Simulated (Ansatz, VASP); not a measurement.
Two plane-wave programs on KMgF3

```
CELL_PARAMETERS angstrom
3.86632 0.00000 0.00000
0.00000 3.86632 0.00000
0.00000 0.00000 3.86632
ATOMIC_POSITIONS crystal
K 0.50000 0.50000 0.50000
Mg 0.00000 0.00000 0.00000
F 0.50000 0.00000 0.00000
F 0.00000 0.50000 0.00000
F 0.00000 0.00000 0.50000
```

Change from the starting cell: strain -0.030 along x and y, -0.030 along z, atoms carried along.

Alike in both runs: task single point; functional PBEsol; k mesh 6 × 6 × 6; occupations gaussian, width 0.05 eV; no spin polarisation.

```csv
,VASP,Ansatz
version,VASP 6.6.1,Ansatz 0.2.0
potentials or method,"VASP PAW PBE potentials, release 64 (K_sv, Mg, F), cutoff 520 eV","scalar-relativistic, plane waves, PAW"
valence electrons in the cell,32,40
```

Ansatz gave:

| Property | Result |
| --- | --- |
| gap on the k mesh at the Fermi level (eV) | 7.86 |
| least direct gap on the mesh (eV) | 8.18 |
| pressure (GPa) | 8.6 |

Task: Estimate VASP's values.

Result: gap on the k mesh at the Fermi level (eV): 7.83; least direct gap on the mesh (eV): 8.15; pressure (GPa): 8.3.

VASP's potentials were made for PBE, not for PBEsol. VASP's potentials hold 32 valence electrons a cell and Ansatz's 40, so a difference there can come from the potentials and not from the codes.
